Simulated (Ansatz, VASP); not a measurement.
MgRe in VASP and in Ansatz

```
Mg Re
1.0
    -2.22966    2.22966    3.13347
     2.22966   -2.22966    3.13347
     2.22966    2.22966   -3.13347
Mg Re
2 2
Direct
  0.75000 0.25000 0.50000
  0.00000 0.00000 0.00000
  0.50000 0.50000 0.00000
  0.25000 0.75000 0.50000
```

Alike in both runs: functional PBE; k mesh 6 × 6 × 6; occupations gaussian, width 0.2 eV; no spin polarisation.

Ansatz relaxed the structure, and its values are those at the end. VASP's run is a single point on that final structure, the one shown.

|  | VASP | Ansatz |
| --- | --- | --- |
| version | VASP 6.6.1 | Ansatz 0.2.0 |
| potentials or method | VASP PAW PBE potentials, release 64 (Mg, Re), cutoff 520 eV | scalar-relativistic, plane waves, PAW |
| valence electrons in the cell | 18 | 50 |

VASP gave:

* gap on the k mesh at the Fermi level (eV): none
* pressure (GPa): -0.3

**Question.** Which values does Ansatz return?

**Answer.** gap on the k mesh at the Fermi level (eV): none; pressure (GPa): 0.1.

A gap of «none» marks a metal or a gap that the smearing closes. The functional is the same, so the differences come from potentials, cutoffs and numerics. VASP's potentials hold 18 valence electrons a cell and Ansatz's 50, so a difference there can come from the potentials and not from the codes.

Spin-orbit coupling is off throughout.
